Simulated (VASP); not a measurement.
# PbS (Cmcm) in VASP: further runs

The runs below take PbS through single point, with BLYP+D3(BJ), LDA, PBEsol-based global hybrid, PBE.

All numbers are computed with VASP 6.6.1; they aren't measurements. Logs are shortened: lines on timing, memory, paths and dates and some standing lists are left out, and cuts for length are marked.

### Step 1. The cell of the first run

It takes space group Cmcm (No. 63, orthorhombic). Conventional cell: a = 4.160 Å, b = 11.983 Å, c = 4.279 Å, α = 90.00°, β = 90.00°, γ = 90.00°. Within 3.5 Å of Pb (site symmetry m2m) lie 5 S at 2.69 to 2.99 Å. S (site symmetry m2m) has 5 Pb at 2.69 to 2.99 Å within 3.5 Å.

### Step 2. Single point, BLYP+D3(BJ)

The input, INCAR:

```
AGGAC    = 1.0          
AGGAX    = 1.0          
ALDAC    = 0.0          
ALDAX    = 1.0          
ALGO     = Normal         # electronic algorithm
EDIFF    = 1E-6           # SCF threshold, eV
ENCUT    = 520            # plane-wave cutoff, eV
GGA      = B5             # functional
ISIF     = 2              # what is computed and relaxed
ISMEAR   = -1             # smearing method
IVDW     = 12             # dispersion correction
LASPH    = T              # aspherical terms in the spheres
LCHARG   = F              # write CHGCAR
LREAL    = F              # projectors in reciprocal space
LWAVE    = F              # write WAVECAR
NBANDS   = 28             # bands
NELM     = 60             # most SCF steps
PREC     = Accurate       # precision mode
SIGMA    = 0.05           # smearing width, eV
VDW_A1   = 0.4298       
VDW_A2   = 4.2359       
VDW_S6   = 1.0          
VDW_S8   = 2.6996
```

The input, KPOINTS:

```
k-points
0
Gamma
  7 7 6
```

The input, POSCAR:

```
PbS
1.0
    2.0799526950     -5.9912968650      0.0000000000
    2.0799526950      5.9912968650      0.0000000000
    0.0000000000      0.0000000000      4.2793209400
Pb S
2 2
Direct
    0.1305633500      0.8694366500      0.2500000000
    0.8694366500      0.1305633500      0.7500000000
    0.3547970900      0.6452029100      0.2500000000
    0.6452029100      0.3547970900      0.7500000000
```

Potentials or basis: VASP PAW PBE potentials, release 64 (Pb_d, S).

Run with:

```sh
> cat potpaw_PBE.64/Pb_d/POTCAR potpaw_PBE.64/S/POTCAR > POTCAR
> mpirun -np 1 vasp_std > vasp.out
```

OUTCAR:

```text
EDIFF = 1E-6
   ENCUT = 520
   GGA = B5
   ISIF = 2
   ISMEAR = -1
   IVDW = 12
   LASPH = T
   LREAL = F
   NELM = 60
   PREC = Accurate
 IVDW          = 12

 ion  position               nearest neighbor table
   1  0.131  0.869  0.250-   3 2.69   4 2.99   4 2.99   4 2.99   4 2.99   2 3.79   2 3.79   2 4.13
                             2 4.13   2 4.13   2 4.13
   2  0.869  0.131  0.750-   4 2.69   3 2.99   3 2.99   3 2.99   3 2.99   1 3.79   1 3.79   1 4.13
                             1 4.13   1 4.13   1 4.13
   3  0.355  0.645  0.250-   1 2.69   2 2.99   2 2.99   2 2.99   2 2.99
   4  0.645  0.355  0.750-   2 2.69   1 2.99   1 2.99   1 2.99   1 2.99

  LATTYP: Found a base centered orthorhombic cell.
 ALAT       =     4.1599053900
 B/A-ratio  =     2.8804966956
 C/A-ratio  =     1.0287063139

  Lattice vectors:

 A1 = (   2.0799526950,  -5.9912968650,   0.0000000000)
 A2 = (   2.0799526950,   5.9912968650,   0.0000000000)
 A3 = (   0.0000000000,   0.0000000000,   4.2793209400)

Analysis of symmetry for initial positions (statically):
=====================================================================
 Subroutine PRICEL returns:
 Original cell was already a primitive cell.

 Routine SETGRP: Setting up the symmetry group for a
 base centered orthorhombic supercell.

 Subroutine GETGRP returns: Found  8 space group operations
 (whereof  4 operations were pure point group operations)
 out of a pool of  8 trial point group operations.

The static configuration has the point symmetry C_2h.
 The point group associated with its full space group is D_2h.

Analysis of symmetry for dynamics (positions and initial velocities):
=====================================================================
 Subroutine PRICEL returns:
 Original cell was already a primitive cell.

 Routine SETGRP: Setting up the symmetry group for a
 base centered orthorhombic supercell.

 Subroutine GETGRP returns: Found  8 space group operations
 (whereof  4 operations were pure point group operations)
 out of a pool of  8 trial point group operations.

The dynamic configuration has the point symmetry C_2h.
 The point group associated with its full space group is D_2h.

 Subroutine INISYM returns: Found  8 space group operations
 (whereof  4 operations are pure point group operations),
 and found     1 'primitive' translations

----------------------------------------------------------------------------------------

                                     Primitive cell

  volume of cell :     106.6545

  direct lattice vectors                    reciprocal lattice vectors
     2.079952695 -5.991296865  0.000000000     0.240390083 -0.083454386  0.000000000
     2.079952695  5.991296865  0.000000000     0.240390083  0.083454386  0.000000000
     0.000000000  0.000000000  4.279320940     0.000000000  0.000000000  0.233681936

  length of vectors
     6.342069168  6.342069168  4.279320940     0.254464195  0.254464195  0.233681936

  position of ions in fractional coordinates (direct lattice)
     0.130563350  0.869436650  0.250000000
     0.869436650  0.130563350  0.750000000
     0.354797090  0.645202910  0.250000000
     0.645202910  0.354797090  0.750000000

  ion indices of the primitive-cell ions
   primitive index   ion index
                 1           1
                 2           2
                 3           3
                 4           4

----------------------------------------------------------------------------------------

 KPOINTS: k-points

Automatic generation of k-mesh.
 Grid dimensions read from file:
 generate k-points for:    7    7    6

 Generating k-lattice:

  Cartesian coordinates                     Fractional coordinates (reciprocal lattice)
     0.034341440 -0.011922055  0.000000000     0.142857143  0.000000000  0.000000000
     0.034341440  0.011922055  0.000000000     0.000000000  0.142857143  0.000000000
     0.000000000  0.000000000  0.038946989     0.000000000  0.000000000  0.166666667

  Length of vectors
     0.036352028  0.036352028  0.038946989

  Shift w.r.t. Gamma in fractional coordinates (k-lattice)
     0.000000000  0.000000000  0.000000000

 Subroutine IBZKPT returns following result:
 ===========================================

 Found     64 irreducible k-points:

 Following reciprocal coordinates:
            Coordinates               Weight
  0.000000  0.000000  0.000000      1.000000
  0.142857 -0.000000  0.000000      4.000000
  0.285714 -0.000000  0.000000      4.000000
  0.428571 -0.000000  0.000000      4.000000
  0.142857  0.142857  0.000000      2.000000
  0.285714  0.142857  0.000000      4.000000
[... 16 lines left out ...]
  0.428571  0.142857  0.166667      8.000000
 -0.428571  0.142857  0.166667      8.000000
 [... further k-points ...]
   k-points           NKPTS =     64   k-points in BZ     NKDIM =     64   number of bands    NBANDS=     28
   number of dos      NEDOS =    301   number of ions     NIONS =      4
   total plane-waves  NPLWV =  73728
   dimension x,y,z NGX =    48 NGY =   48 NGZ =   32
   dimension x,y,z NGXF=    96 NGYF=   96 NGZF=   64
   ions per type =               2   2
   NGX,Y,Z   is equivalent  to a cutoff of  12.58, 12.58, 12.43 a.u.
   NGXF,Y,Z  is equivalent  to a cutoff of  25.16, 25.16, 24.86 a.u.
 SYSTEM =  unknown system
   PREC   = accura    normal or accurate (medium, high low for compatibility)
   ISTART =      0    job   : 0-new  1-cont  2-samecut
   ICHARG =      2    charge: 1-file 2-atom 10-const
   ISPIN  =      1    spin polarized calculation?
   LNONCOLLINEAR =      F non collinear calculations
   LSORBIT =      F    spin-orbit coupling
   LASPH  =      T    aspherical Exc in radial PAW
   ENCUT  =  520.0 eV  38.22 Ry    6.18 a.u.  11.79 11.79  7.96*2*pi/ulx,y,z
   NELM   =     60;   NELMIN=  2; NELMDL= -5     # of ELM steps
   EDIFF  = 0.1E-05   stopping-criterion for ELM
   LREAL  =      F    real-space projection
   EDIFFG = 0.1E-04   stopping-criterion for IOM
   NSW    =      0    number of steps for IOM
   IBRION =     -1    ionic relax: 0-MD 1-quasi-New 2-CG
   NFREE  =      0    steps in history (QN), initial steepest desc. (CG)
   ISIF   =      2    stress and relaxation
   ISYM   =      2    0-nonsym 1-usesym 2-fastsym
   POTIM  = 0.5000    time-step for ionic-motion
   TEBEG  =    0.0;   TEEND  =   0.0 temperature during run
   PSTRESS=    0.0 pullay stress
   NELECT =      40.0000    total number of electrons
   NUPDOWN=      -1.0000    fix difference up-down
   EMIN   =  10.00;   EMAX   =-10.00  energy-range for DOS
   EFERMI =   0.00;   METHOD = LEGACY
   ISMEAR =    -1;   SIGMA  =   0.05  broadening in eV -4-tet -1-fermi 0-gaus
   EFERMI_NEDOS =   21; number of points for ismear=-14 and -15
   IALGO  =     38    algorithm
   IMIX   =      4    mixing-type and parameters
     AMIX     =   0.40;   BMIX     =  1.00
     AMIX_MAG =   1.60;   BMIX_MAG =  1.00
  volume/ion in A,a.u.               =      26.66       179.94
  Fermi-wavevector in a.u.,A,eV,Ry     =   1.180597  2.231005 18.963935  1.393810
  Thomas-Fermi vector in A             =   2.316887
   LORBIT       =      0    0 simple, 1 ext, 2 COOP (PROOUT), +10 PAW based schemes
   GGA     = B5    functional components
   LHFCALC =     F    Hartree Fock is set to
   AEXX    =    0.0000 exact exchange contribution
   IVDW    =    12    specifies the selected vdW correction
   LEPSILON=     F    determine dielectric tensor
   LRPA    =     F    only Hartree local field effects (RPA)
 non-spin polarized calculation
  energy-cutoff  :      520.00
  volume of cell :      106.65
 maximum number of plane-waves:      2892
   NGX = 23   NGY = 23   NGZ = 15

 number of electron      40.0000007 magnetization

 Free energy of the ion-electron system (eV)
  ---------------------------------------------------
  ext. energy  EPLUGINS =         0.00000000
  ---------------------------------------------------
  free energy    TOTEN  =       -15.18662586 eV

  energy without entropy =      -15.18662575  energy(sigma->0) =      -15.18662581

 E-fermi :   5.9535     XC(G=0):  -9.0252

 val. band max:        5.2603220011   @ k =  -0.4286   0.4286   0.3333
 cond. band min:       6.5637152215   @ k =   0.4286   0.4286   0.0000
 fundamental gap:      1.3033932204
 Fermi energy:         5.9534654452

 k-point     1 :       0.0000    0.0000    0.0000
  band No.  band energies     occupation
      1     -11.0501      2.00000
      2     -10.9537      2.00000
      3     -10.9445      2.00000
      4     -10.9415      2.00000
      5     -10.9075      2.00000
      6     -10.9055      2.00000
[... 20 lines left out ...]
     27      11.3712      0.00000
     28      12.5289      0.00000

 k-point     2 :       0.1429   -0.0000    0.0000
  band No.  band energies     occupation
      1     -11.0382      2.00000
      2     -10.9481      2.00000
      3     -10.9401      2.00000
      4     -10.9338      2.00000
      5     -10.9118      2.00000
      6     -10.9097      2.00000
[... 20 lines left out ...]
     27      11.7809      0.00000
     28      12.9344      0.00000

 k-point     3 :       0.2857   -0.0000    0.0000
  band No.  band energies     occupation
      1     -11.0093      2.00000
      2     -10.9400      2.00000
      3     -10.9398      2.00000
      4     -10.9262      2.00000
      5     -10.9142      2.00000
      6     -10.9130      2.00000
[... 20 lines left out ...]
     27      12.9544      0.00000
     28      13.5843      0.00000

 k-point     4 :       0.4286   -0.0000    0.0000
  band No.  band energies     occupation
      1     -10.9772      2.00000
      2     -10.9498      2.00000
      3     -10.9425      2.00000
      4     -10.9384      2.00000
      5     -10.9124      2.00000
      6     -10.9098      2.00000
[... 20 lines left out ...]
     27      13.4921      0.00000
     28      14.4013      0.00000

 k-point     5 :       0.1429    0.1429    0.0000
  band No.  band energies     occupation
      1     -11.0109      2.00000
      2     -10.9434      2.00000
      3     -10.9371      2.00000
      4     -10.9222      2.00000
      5     -10.9173      2.00000
      6     -10.9111      2.00000
[... 20 lines left out ...]
     27      12.9284      0.00000
     28      13.3323      0.00000

 k-point     6 :       0.2857    0.1429    0.0000
  band No.  band energies     occupation
      1     -10.9799      2.00000
      2     -10.9479      2.00000
      3     -10.9471      2.00000
      4     -10.9315      2.00000
      5     -10.9114      2.00000
      6     -10.9069      2.00000
[... 463 lines left out ...]
      5     -10.9241      2.00000
      6     -10.9016      2.00000
[... 20 lines left out ...]
     27      12.5652      0.00000
     28      13.6419      0.00000

 k-point    22 :       0.2857    0.1429    0.1667
  band No.  band energies     occupation
      1     -10.9945      2.00000
      2     -10.9751      2.00000
      3     -10.9459      2.00000
      4     -10.9240      2.00000
      5     -10.9178      2.00000
      6     -10.9011      2.00000
[... 20 lines left out ...]
     27      12.4650      0.00000
     28      13.6122      0.00000

 k-point    23 :       0.4286    0.1429    0.1667
  band No.  band energies     occupation
      1     -10.9925      2.00000
      2     -10.9761      2.00000
      3     -10.9446      2.00000
      4     -10.9233      2.00000
      5     -10.9129      2.00000
      6     -10.9044      2.00000
[... 20 lines left out ...]
     27      12.8259      0.00000
     28      13.5739      0.00000

 k-point    24 :      -0.4286    0.1429    0.1667
  band No.  band energies     occupation
      1     -11.0085      2.00000
      2     -10.9554      2.00000
      3     -10.9402      2.00000
      4     -10.9239      2.00000
      5     -10.9159      2.00000
      6     -10.9070      2.00000
[... 20 lines left out ...]
     27      12.9926      0.00000
     28      13.7777      0.00000

 [... further k-points ...]

------------------------ aborting loop because EDIFF is reached ----------------------------------------

 Edisp (eV)   -3.17151

 E8    (eV) :    -2.3703

  FORCE on cell =-STRESS in cart. coord.  units (eV):
  Direction    XX          YY          ZZ          XY          YZ          ZX
  --------------------------------------------------------------------------------------
  -------------------------------------------------------------------------------------
  Total      -0.11468     0.12872    -0.06893     0.00000     0.00000     0.00000
  in kB      -1.72278     1.93366    -1.03555     0.00000     0.00000     0.00000
  external pressure =       -0.27 kB  Pullay stress =        0.00 kB

 VOLUME and BASIS-vectors are now :
 -----------------------------------------------------------------------------
  energy-cutoff  :      520.00
  volume of cell :      106.65
      direct lattice vectors                 reciprocal lattice vectors
     2.079952695 -5.991296865  0.000000000     0.240390083 -0.083454386  0.000000000
     2.079952695  5.991296865  0.000000000     0.240390083  0.083454386  0.000000000
     0.000000000  0.000000000  4.279320940     0.000000000  0.000000000  0.233681936

 POSITION                                       TOTAL-FORCE (eV/Angst)
 -----------------------------------------------------------------------------------
      2.07995      4.42681      1.06983         0.000000      0.268986      0.000000
      2.07995     -4.42681      3.20949         0.000000     -0.268986     -0.000000
      2.07995      1.73991      1.06983         0.000000     -0.195621      0.000000
      2.07995     -1.73991      3.20949         0.000000      0.195621     -0.000000
 -----------------------------------------------------------------------------------
    total drift:                               -0.000000     -0.000000      0.000000

  FREE ENERGIE OF THE ION-ELECTRON SYSTEM (eV)
  ---------------------------------------------------
  free  energy   TOTEN  =       -18.3581341707 eV

  energy  without entropy=      -18.3581340563  energy(sigma->0) =      -18.35813411
```

Run time: 3.3 min. Hardware: 1 thread of Intel Xeon 6975P-C, shared host; peak memory 0.36 GiB.

Results:

- Free energy: -18.3581 eV
- Pressure: 0.0 GPa
- Largest force: 0.269 eV/Å
- Band gap on the k mesh: 1.30 eV, indirect (least direct gap 1.49 eV)
- Dispersion energy per atom: -0.793 eV

Forces in eV/Å, atoms in the order of the input:
```
Pb   0.000  0.269  0.000
Pb   0.000 -0.269  0.000
S    0.000 -0.196  0.000
S    0.000  0.196  0.000
```

Caveat: the PAW data sets were made with another functional, which shifts forces and pressure a little; spin-orbit coupling is left out, which moves the levels of the heavy elements. A k mesh can miss the band edges.

### Step 3. Single point, LDA

This run uses another cell than the first one, of 27.20 Å³/atom, 1.020 times its volume.

The input, INCAR:

```
PREC = Accurate ; ENCUT = 520
EDIFF = 1E-6 ; ISMEAR = -1
SIGMA = 0.05 ; LREAL = False
LASPH = True ; NELM = 60
ALGO = Normal ; ISIF = 2
LWAVE = False ; LCHARG = False
GGA = CA ; NBANDS = 28
```

The input, KPOINTS:

```
Automatic mesh
0
Gamma
  7 7 6
```

The input, POSCAR:

```
PbS
1.0
    2.0937276176     -6.0309754840      0.0000000000
    2.0937276176      6.0309754840      0.0000000000
    0.0000000000      0.0000000000      4.3076616397
Pb S
2 2
Direct
    0.1305633500      0.8694366500      0.2500000000
    0.8694366500      0.1305633500      0.7500000000
    0.3547970900      0.6452029100      0.2500000000
    0.6452029100      0.3547970900      0.7500000000
```

Potentials or basis: VASP PAW LDA potentials, release 64 (Pb_d, S).

Run with:

```sh
> cat potpaw_LDA.64/Pb_d/POTCAR potpaw_LDA.64/S/POTCAR > POTCAR
> mpirun -np 1 vasp_std > vasp.out
```

Wall time 2.7 min (1 thread of Intel Xeon 6975P-C, shared host); peak memory 0.32 GiB.

The run converged. Its results:

| Property | Result |
| --- | --- |
| Free energy | -19.7250 eV |
| Pressure | -4.4 GPa |
| Largest force | 0.215 eV/Å |
| Band gap on the k mesh | 1.14 eV, indirect (least direct gap 1.28 eV) |

Forces on the atoms (eV/Å):
```
Pb   0.000 -0.215  0.000
Pb   0.000  0.215  0.000
S    0.000  0.122  0.000
S    0.000 -0.122  0.000
```

Stress tensor (GPa, compression positive):
```
-4.47  0.00  0.00
 0.00 -3.95  0.00
 0.00  0.00 -4.72
```

Levels at points of the mesh, in eV from the valence-band top:
| k point | band 18 | band 19 | band 20 | band 21 | band 22 | band 23 |
| --- | --- | --- | --- | --- | --- | --- |
| (0.00, 0.00, 0.00) | -1.50 | -1.32 | -0.37 | 4.59 | 4.72 | 4.79 |
| (0.00, 0.00, 0.50) | -0.96 | -0.04 | -0.04 | 1.78 | 1.78 | 2.75 |

Caveat: spin-orbit coupling is left out, which moves the levels of the heavy elements. A k mesh can miss the band edges.

(Continued in part 2 of 2.)
